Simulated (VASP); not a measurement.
Set up this calculation in VASP 6.6.1, as the native input.

- Task: single point
- Functional: LDA
- Potentials or basis: VASP PAW PBE potentials, release 64 (Gd)
- Cutoff: 520 eV
- k mesh: 10 × 10 × 6
- Occupations: gaussian, width 0.3 eV
- Spin: collinear spin, ferromagnetic start
- Starting moments: [7.214, 7.214] μB
- Dipole correction: no
- Further INCAR settings: ALGO = Normal; EDIFF = 1e-07; NBANDS = 29

The structure of Gd lies in POSCAR:

```
Gd
1.0
    3.4841536640      0.0000000000      0.0000000000
   -1.7420768320      3.0173655837      0.0000000000
    0.0000000000      0.0000000000      5.5867162136
Gd
2
Direct
    0.3333333333      0.6666666667      0.2500000000
    0.6666666667      0.3333333333      0.7500000000
```

One way to write it, as run:

INCAR

```
PREC     = Accurate       # precision mode
ENCUT    = 520            # plane-wave cutoff, eV
EDIFF    = 1E-7           # SCF threshold, eV
ISMEAR   = 0              # smearing method
SIGMA    = 0.3            # smearing width, eV
LREAL    = False          # projectors in reciprocal space
LASPH    = True           # aspherical terms in the spheres
NELM     = 150            # most SCF steps
ALGO     = Normal         # electronic algorithm
ISIF     = 2              # what is computed and relaxed
LWAVE    = False          # write WAVECAR
LCHARG   = False          # write CHGCAR
ISPIN    = 2              # spin polarisation
MAGMOM   = 7.214 7.214    # initial moments
LORBIT   = 11             # projections on sites
LMAXMIX  = 6              # l up to which the mixer works
GGA      = CA             # functional
NBANDS   = 29             # bands
```

KPOINTS

```
Automatic mesh
0
Gamma
  10 10 6
```

Potentials or basis: VASP PAW PBE potentials, release 64 (Gd).

Launch:

```bash
$ cat potpaw_PBE.64/Gd/POTCAR > POTCAR
$ mpirun -np 1 vasp_std > vasp.out
```

Results of the run:

The pressure is 0.2 GPa and the net moment is 14.53 μB per cell. The site moments are Gd +6.85 μB. The valence electrons inside the program's atomic spheres are Gd 15.26.

Caveat: so wide a smearing shifts energies and pressures; the PAW data sets were made with another functional, which shifts forces and pressure a little.

It took 4.1 min on 1 thread of Intel(R) Xeon(R) 6975P-C (Granite Rapids), with other jobs on the host, peak memory 0.27 GiB.
